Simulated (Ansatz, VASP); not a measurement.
# One calculation of PbS, two programs

```
Pb S
1.0
     0.00000    3.00948    3.05395
     3.00948    0.00000    3.05395
     3.00948    3.00948    0.00000
Pb S
1 1
Direct
  0.00000 0.00000 0.00000
  0.50000 0.50000 0.50000
```

Change from the starting cell: strain +0.015 along x and y, +0.030 along z, atoms carried along.

Alike in both runs: task single point; functional r2SCAN; k mesh 8 × 8 × 8; occupations gaussian, width 0.05 eV; no spin polarisation.

|  | VASP | Ansatz |
| --- | --- | --- |
| version | VASP 6.6.1 | Ansatz 0.2.0 |
| potentials or method | VASP PAW PBE potentials, release 64 (Pb_d, S), cutoff 520 eV | scalar-relativistic, plane waves, PAW |
| valence electrons in the cell | 20 | 20 |

```tsv
	VASP	Ansatz	Ansatz less VASP
gap on the k mesh at the Fermi level (eV)	0.82	0.81	-0.009
least direct gap on the mesh (eV)	0.82	0.81	-0.009
pressure (GPa)	-2.0	-1.9	+0.03
traceless stress, the component that is largest in VASP (GPa)	-0.96	-0.95	+0.005
```

VASP's potentials were made for PBE, not for r2SCAN. The functional is the same, so the differences come from potentials, cutoffs and numerics.

Spin-orbit coupling is off throughout.
